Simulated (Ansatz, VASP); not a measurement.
**ScAl3 in VASP and in Ansatz**

```
CELL_PARAMETERS angstrom
4.07130 0.00000 0.00000
0.00000 4.07130 0.00000
0.00000 0.00000 4.07130
ATOMIC_POSITIONS crystal
Sc 0.00000 0.00000 0.00000
Al 0.51954 0.01954 0.50000
Al 0.01954 0.51954 0.50000
Al 0.51954 0.51954 0.00000
```

Change from the starting cell: all Al atoms moved +0.113 Å, as atom 2 along Cartesian [1 1 0].

Alike in both runs: task single point; functional PBEsol; k mesh 12 × 12 × 12; occupations gaussian, width 0.15 eV; no spin polarisation.

|  | VASP | Ansatz |
| --- | --- | --- |
| version | VASP 6.6.1 | Ansatz 0.2.0 |
| potentials or method | VASP PAW PBE potentials, release 64 (Sc_sv, Al), cutoff 520 eV | scalar-relativistic, plane waves, PAW |
| valence electrons in the cell | 20 | 20 |

Ansatz gave:

| Property | Result |
| --- | --- |
| gap on the k mesh at the Fermi level (eV) | none |
| pressure (GPa) | 0.4 |
| traceless stress, the component that is largest in VASP (GPa) | 0.23 |
| rms of the force components (eV/Å) | 0.383 |

Q: What did VASP give for the same quantities?

A: gap on the k mesh at the Fermi level (eV): none; pressure (GPa): 0.5; traceless stress, the component that is largest in VASP (GPa): 0.23; rms of the force components (eV/Å): 0.384.

VASP's potentials were made for PBE, not for PBEsol. Atom by atom the forces differ by 0.002 eV/Å (rms over components). A gap of «none» marks a metal or a gap that the smearing closes. With one functional, cell and mesh, what is left measures potentials, basis and numerics.
